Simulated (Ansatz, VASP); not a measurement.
# ZrS in VASP and in Ansatz

POSCAR

```
ZrS
1.0
    0.0000000000      2.5340905666      2.6516514692
    2.5340905666      0.0000000000      2.6516514692
    2.5340905666      2.5340905666      0.0000000000
Zr S
1 1
Direct
    0.0000000000      0.0000000000      0.0000000000
    0.5000000000      0.5000000000      0.5000000000
```

The input INCAR.step1:

```
SYSTEM = ZrS
ALGO = Normal
EDIFF = 1E-4
ENCUT = 520
GGA = PE
ISMEAR = 0
LASPH = .True.
LCHARG = .False.
LREAL = .False.
LWAVE = .True.
NBANDS = 16
NELM = 80
PREC = Accurate
SIGMA = 0.15
```

The input INCAR.step2:

```
SYSTEM = ZrS
ALGO = Normal
EDIFF = 1E-6
ENCUT = 520
ISIF = 2
ISMEAR = 0
ISTART = 1
LASPH = .True.
LCHARG = .False.
LMIXTAU = .True.
LREAL = .False.
LWAVE = .False.
METAGGA = R2SCAN
NBANDS = 16
NELM = 80
PREC = Accurate
SIGMA = 0.15
```

KPOINTS

```
k-points
0
Gamma
  20 20 20
  0 0 0
```

Input for Ansatz:

```yaml
crystal:
  lattice:
    - [0.0, 2.5340905666, 2.6516514692]
    - [2.5340905666, 0.0, 2.6516514692]
    - [2.5340905666, 2.5340905666, 0.0]
  atoms:
    - { symbol: Zr, position: [0.0, 0.0, 0.0] }
    - { symbol: S, position: [0.5, 0.5, 0.5] }
basis:
  ecutwfc: 500
kpoints:
  mp_grid: { grid: [20, 20, 20] }
hamiltonian:
  xc: r2scan
scf:
  occupations: { method: gaussian, width: 0.15 }
output:
  forces: true
  stress: true
  eigenvalues: true
```

Change from the starting cell: strain -0.030 along x and y, +0.015 along z, atoms carried along.

Alike in both runs: task single point; functional r2SCAN; k mesh 20 × 20 × 20; occupations gaussian, width 0.15 eV; no spin polarisation.

|  | VASP | Ansatz |
| --- | --- | --- |
| version | VASP 6.6.1 | Ansatz 0.2.0 |
| potentials or method | VASP PAW PBE potentials, release 64 (Zr_sv, S), cutoff 520 eV | scalar-relativistic, plane waves, PAW |
| valence electrons in the cell | 18 | 18 |

|  | VASP | Ansatz | Ansatz less VASP |
| --- | --- | --- | --- |
| gap on the k mesh at the Fermi level (eV) | none | none | - |
| pressure (GPa) | 7.9 | 7.9 | +0.01 |
| traceless stress, the component that is largest in VASP (GPa) | -9.74 | -9.73 | +0.017 |

VASP's potentials were made for PBE, not for r2SCAN. A gap of «none» marks a metal or a gap that the smearing closes. With one functional, cell and mesh, what is left measures potentials, basis and numerics.
